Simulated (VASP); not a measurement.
# Y2P (I4_1/amd) in VASP: single point with PBE

Aim: the single point of Y2P with PBE.

Program: VASP 6.6.1. These are calculated values, not measurements. Logs are shortened: lines on timing, memory, paths and dates and some standing lists are left out, and cuts for length are marked.

### Step 1. The cell of the first run

It takes space group I4_1/amd (No. 141, tetragonal). The conventional cell has a = 5.519 Å, b = 5.519 Å, c = 11.001 Å, α = 90.00°, β = 90.00°, γ = 90.00°. Within 3.6 Å of Y (site symmetry 2mm) lie 3 P at 2.74 to 2.76 Å. Within 3.6 Å of P (site symmetry -4m2) lie 6 Y at 2.74 to 2.76 Å.

### Step 2. Single point, PBE

File INCAR:

```
SYSTEM = Y2P
PREC = Accurate
ENCUT = 520
EDIFF = 1E-6
ISMEAR = 0
SIGMA = 0.1
LREAL = .FALSE.
LASPH = .TRUE.
NELM = 100
ALGO = Normal
ISIF = 2
LWAVE = .FALSE.
LCHARG = .FALSE.
GGA = PE
NBANDS = 36
```

File KPOINTS:

```
Automatic mesh
0
G
  10 10 10
  0 0 0
```

File POSCAR:

```
Y2P
1.0
   -2.7596739401      2.7596739401      5.5006737804
    2.7596739401     -2.7596739401      5.5006737804
    2.7596739401      2.7596739401     -5.5006737804
Y P
4 2
Direct
    0.2486686452      0.2486686452      0.0000000000
    0.9986686452      0.4986686452      0.5000000000
    0.5013313548      0.0013313548      0.5000000000
    0.7513313548      0.7513313548      0.0000000000
    0.0000000000      0.0000000000      0.0000000000
    0.7500000000      0.2500000000      0.5000000000
```

Potentials or basis: VASP PAW PBE potentials, release 64 (Y_sv, P).

On the command line:

```console
$ cat potpaw_PBE.64/Y_sv/POTCAR potpaw_PBE.64/P/POTCAR > POTCAR
$ mpirun -np 1 vasp_std > vasp.out
```

OUTCAR:

```text
SYSTEM = Y2P
   PREC = Accurate
   ENCUT = 520
   EDIFF = 1E-6
   ISMEAR = 0
   LREAL = .FALSE.
   LASPH = .TRUE.
   NELM = 100
   ISIF = 2
   GGA = PE

 ion  position               nearest neighbor table
   1  0.249  0.249  0.000-   5 2.74   6 2.76   6 2.76   3 3.88   3 3.88   2 3.90   2 3.90   2 3.90
                             2 3.90   4 3.90   4 3.90   4 3.90   4 3.90   3 3.92   3 3.92
   2  0.999  0.499  0.500-   6 2.74   5 2.76   5 2.76   4 3.88   4 3.88   1 3.90   1 3.90   1 3.90
                             1 3.90   3 3.90   3 3.90   3 3.90   3 3.90   4 3.92   4 3.92
   3  0.501  0.001  0.500-   6 2.74   5 2.76   5 2.76   1 3.88   1 3.88   4 3.90   4 3.90   4 3.90
                             4 3.90   2 3.90   2 3.90   2 3.90   2 3.90   1 3.92   1 3.92
   4  0.751  0.751  0.000-   5 2.74   6 2.76   6 2.76   2 3.88   2 3.88   3 3.90   3 3.90   3 3.90
                             3 3.90   1 3.90   1 3.90   1 3.90   1 3.90   2 3.92   2 3.92
   5  0.000  0.000  0.000-   1 2.74   4 2.74   2 2.76   3 2.76   3 2.76   2 2.76
   6  0.750  0.250  0.500-   2 2.74   3 2.74   4 2.76   1 2.76   4 2.76   1 2.76

  LATTYP: Found a body centered tetragonal cell.
 ALAT       =     5.5193478802
 C/A-ratio  =     1.9932332224

  Lattice vectors:

 A1 = (  -2.7596739401,   2.7596739401,   5.5006737804)
 A2 = (   2.7596739401,  -2.7596739401,   5.5006737804)
 A3 = (   2.7596739401,   2.7596739401,  -5.5006737804)

Analysis of symmetry for initial positions (statically):
=====================================================================
 Subroutine PRICEL returns:
 Original cell was already a primitive cell.

 Routine SETGRP: Setting up the symmetry group for a
 body centered tetragonal supercell.

 Subroutine GETGRP returns: Found 16 space group operations
 (whereof  8 operations were pure point group operations)
 out of a pool of 16 trial point group operations.

The static configuration has the point symmetry D_2d.
 The point group associated with its full space group is D_4h.

Analysis of symmetry for dynamics (positions and initial velocities):
=====================================================================
 Subroutine PRICEL returns:
 Original cell was already a primitive cell.

 Routine SETGRP: Setting up the symmetry group for a
 body centered tetragonal supercell.

 Subroutine GETGRP returns: Found 16 space group operations
 (whereof  8 operations were pure point group operations)
 out of a pool of 16 trial point group operations.

The dynamic configuration has the point symmetry D_2d.
 The point group associated with its full space group is D_4h.

 Subroutine INISYM returns: Found 16 space group operations
 (whereof  8 operations are pure point group operations),
 and found     1 'primitive' translations

----------------------------------------------------------------------------------------

                                     Primitive cell

  volume of cell :     167.5681

  direct lattice vectors                    reciprocal lattice vectors
    -2.759673940  2.759673940  5.500673780     0.000000000  0.181180825  0.090897955
     2.759673940 -2.759673940  5.500673780     0.181180825  0.000000000  0.090897955
     2.759673940  2.759673940 -5.500673780     0.181180825  0.181180825  0.000000000

  length of vectors
     6.744554288  6.744554288  6.744554288     0.202704044  0.202704044  0.256228379

  position of ions in fractional coordinates (direct lattice)
     0.248668645  0.248668645  0.000000000
     0.998668645  0.498668645  0.500000000
     0.501331355  0.001331355  0.500000000
     0.751331355  0.751331355  0.000000000
     0.000000000  0.000000000  0.000000000
     0.750000000  0.250000000  0.500000000

  ion indices of the primitive-cell ions
   primitive index   ion index
                 1           1
                 2           2
                 3           3
                 4           4
                 5           5
                 6           6

----------------------------------------------------------------------------------------

 KPOINTS: Automatic mesh

Automatic generation of k-mesh.
 Grid dimensions read from file:
 generate k-points for:   10   10   10

 Generating k-lattice:

  Cartesian coordinates                     Fractional coordinates (reciprocal lattice)
     0.000000000  0.018118082  0.009089796     0.100000000  0.000000000  0.000000000
     0.018118082  0.000000000  0.009089796     0.000000000  0.100000000  0.000000000
     0.018118082  0.018118082  0.000000000     0.000000000  0.000000000  0.100000000

  Length of vectors
     0.020270404  0.020270404  0.025622838

  Shift w.r.t. Gamma in fractional coordinates (k-lattice)
     0.000000000  0.000000000  0.000000000

 Subroutine IBZKPT returns following result:
 ===========================================

 Found    102 irreducible k-points:

 Following reciprocal coordinates:
            Coordinates               Weight
  0.000000  0.000000  0.000000      1.000000
  0.100000  0.000000  0.000000      8.000000
  0.200000  0.000000  0.000000      8.000000
  0.300000 -0.000000  0.000000      8.000000
  0.400000  0.000000  0.000000      8.000000
  0.500000 -0.000000  0.000000      4.000000
[... 16 lines left out ...]
  0.300000  0.300000  0.000000      8.000000
  0.400000  0.300000  0.000000     16.000000
 [... further k-points ...]
   k-points           NKPTS =    102   k-points in BZ     NKDIM =    102   number of bands    NBANDS=     36
   number of dos      NEDOS =    301   number of ions     NIONS =      6
   total plane-waves  NPLWV = 125000
   dimension x,y,z NGX =    50 NGY =   50 NGZ =   50
   dimension x,y,z NGXF=   100 NGYF=  100 NGZF=  100
   ions per type =               4   2
   NGX,Y,Z   is equivalent  to a cutoff of  12.32, 12.32, 12.32 a.u.
   NGXF,Y,Z  is equivalent  to a cutoff of  24.65, 24.65, 24.65 a.u.
 SYSTEM =  Y2P
   PREC   = accura    normal or accurate (medium, high low for compatibility)
   ISTART =      0    job   : 0-new  1-cont  2-samecut
   ICHARG =      2    charge: 1-file 2-atom 10-const
   ISPIN  =      1    spin polarized calculation?
   LNONCOLLINEAR =      F non collinear calculations
   LSORBIT =      F    spin-orbit coupling
   LASPH  =      T    aspherical Exc in radial PAW
   ENCUT  =  520.0 eV  38.22 Ry    6.18 a.u.  12.54 12.54 12.54*2*pi/ulx,y,z
   NELM   =    100;   NELMIN=  2; NELMDL= -5     # of ELM steps
   EDIFF  = 0.1E-05   stopping-criterion for ELM
   LREAL  =      F    real-space projection
   EDIFFG = 0.1E-04   stopping-criterion for IOM
   NSW    =      0    number of steps for IOM
   IBRION =     -1    ionic relax: 0-MD 1-quasi-New 2-CG
   NFREE  =      0    steps in history (QN), initial steepest desc. (CG)
   ISIF   =      2    stress and relaxation
   ISYM   =      2    0-nonsym 1-usesym 2-fastsym
   POTIM  = 0.5000    time-step for ionic-motion
   TEBEG  =    0.0;   TEEND  =   0.0 temperature during run
   PSTRESS=    0.0 pullay stress
   NELECT =      54.0000    total number of electrons
   NUPDOWN=      -1.0000    fix difference up-down
   EMIN   =  10.00;   EMAX   =-10.00  energy-range for DOS
   EFERMI =   0.00;   METHOD = LEGACY
   ISMEAR =     0;   SIGMA  =   0.10  broadening in eV -4-tet -1-fermi 0-gaus
   EFERMI_NEDOS =   21; number of points for ismear=-14 and -15
   IALGO  =     38    algorithm
   IMIX   =      4    mixing-type and parameters
     AMIX     =   0.40;   BMIX     =  1.00
     AMIX_MAG =   1.60;   BMIX_MAG =  1.00
  volume/ion in A,a.u.               =      27.93       188.47
  Fermi-wavevector in a.u.,A,eV,Ry     =   1.122386  2.121002 17.139947  1.259751
  Thomas-Fermi vector in A             =   2.259046
   LORBIT       =      0    0 simple, 1 ext, 2 COOP (PROOUT), +10 PAW based schemes
   GGA     = PE    functional components
   LHFCALC =     F    Hartree Fock is set to
   AEXX    =    0.0000 exact exchange contribution
   IVDW    =     0    specifies the selected vdW correction
   LEPSILON=     F    determine dielectric tensor
   LRPA    =     F    only Hartree local field effects (RPA)
 non-spin polarized calculation
 Gauss-broadening in eV      SIGMA  =   0.10
  energy-cutoff  :      520.00
  volume of cell :      167.57
 maximum number of plane-waves:      4558
   NGX = 25   NGY = 25   NGZ = 25

 number of electron      53.9999999 magnetization

 Free energy of the ion-electron system (eV)
  ---------------------------------------------------
  ext. energy  EPLUGINS =         0.00000000
  ---------------------------------------------------
  free energy    TOTEN  =       -42.57471883 eV

  energy without entropy =      -42.55159864  energy(sigma->0) =      -42.56315874

 E-fermi :   3.7671     XC(G=0):  -9.4883

 val. band max:        3.7600595954   @ k =   0.3000   0.3000   0.1000
 cond. band min:       3.7697681107   @ k =   0.3000   0.2000   0.2000
 fundamental gap:      0.0097085153
 Fermi energy:         3.7670792784

 k-point     1 :       0.0000    0.0000    0.0000
  band No.  band energies     occupation
      1     -39.0198      2.00000
      2     -38.9887      2.00000
      3     -38.9887      2.00000
      4     -38.9884      2.00000
      5     -19.1481      2.00000
      6     -19.0782      2.00000
[... 28 lines left out ...]
     35       5.8786      0.00000
     36       5.8788      0.00000

 k-point     2 :       0.1000    0.0000    0.0000
  band No.  band energies     occupation
      1     -39.0188      2.00000
      2     -38.9892      2.00000
      3     -38.9890      2.00000
      4     -38.9885      2.00000
      5     -19.1432      2.00000
      6     -19.0947      2.00000
[... 28 lines left out ...]
     35       5.9396      0.00000
     36       6.1004      0.00000
[... 817 lines left out ...]
     35       6.6012      0.00000
     36       6.9077      0.00000

 k-point    24 :       0.4000    0.3000    0.0000
  band No.  band energies     occupation
      1     -39.0009      2.00000
      2     -38.9969      2.00000
      3     -38.9945      2.00000
      4     -38.9929      2.00000
      5     -19.1765      2.00000
      6     -19.1543      2.00000
[... 28 lines left out ...]
     35       6.8430      0.00000
     36       7.2648      0.00000

 [... further k-points ...]

------------------------ aborting loop because EDIFF is reached ----------------------------------------

  FORCE on cell =-STRESS in cart. coord.  units (eV):
  Direction    XX          YY          ZZ          XY          YZ          ZX
  --------------------------------------------------------------------------------------
  -------------------------------------------------------------------------------------
  Total       -0.0672422     -0.0672422     -0.0607854      0.0000000     -0.0000000      0.0000000
  in kB       -0.6429262     -0.6429262     -0.5811908      0.0000000     -0.0000000      0.0000000
  external PRESSURE =      -0.6223477 kB  Pullay stress =       0.0000000 kB

 VOLUME and BASIS-vectors are now :
 -----------------------------------------------------------------------------
  energy-cutoff  :      520.00
  volume of cell :      167.57
      direct lattice vectors                 reciprocal lattice vectors
    -2.759673940  2.759673940  5.500673780     0.000000000  0.181180825  0.090897955
     2.759673940 -2.759673940  5.500673780     0.181180825  0.000000000  0.090897955
     2.759673940  2.759673940 -5.500673780     0.181180825  0.181180825  0.000000000

 POSITION                                       TOTAL-FORCE (eV/Angst)
 -----------------------------------------------------------------------------------
      0.00000      0.00000      2.73569         0.000000     -0.000000     -0.001840
      0.00000      2.75967      5.48603        -0.000000      0.000000     -0.001840
      0.00000      2.75967      0.01465        -0.000000      0.000000      0.001840
      0.00000      0.00000      8.26566         0.000000     -0.000000      0.001840
      0.00000      0.00000      0.00000         0.000000      0.000000      0.000000
      0.00000      2.75967      2.75034         0.000000      0.000000      0.000000
 -----------------------------------------------------------------------------------
    total drift:                                0.000000     -0.000000      0.000000

  FREE ENERGIE OF THE ION-ELECTRON SYSTEM (eV)
  ---------------------------------------------------
  free  energy   TOTEN  =       -42.5747188320 eV

  energy  without entropy=      -42.5515986449  energy(sigma->0) =      -42.56315874
```

Wall time 12 min (1 thread of Intel Xeon Platinum 8488C (Sapphire Rapids), shared host); peak memory 0.7 GiB.

What came out:

| Item | Value |
| --- | --- |
| Free energy | -42.5747 eV |
| Pressure | -0.1 GPa |
| Band gap on the k mesh | zero (bands 27 and 28 overlap by 1.12 eV) |
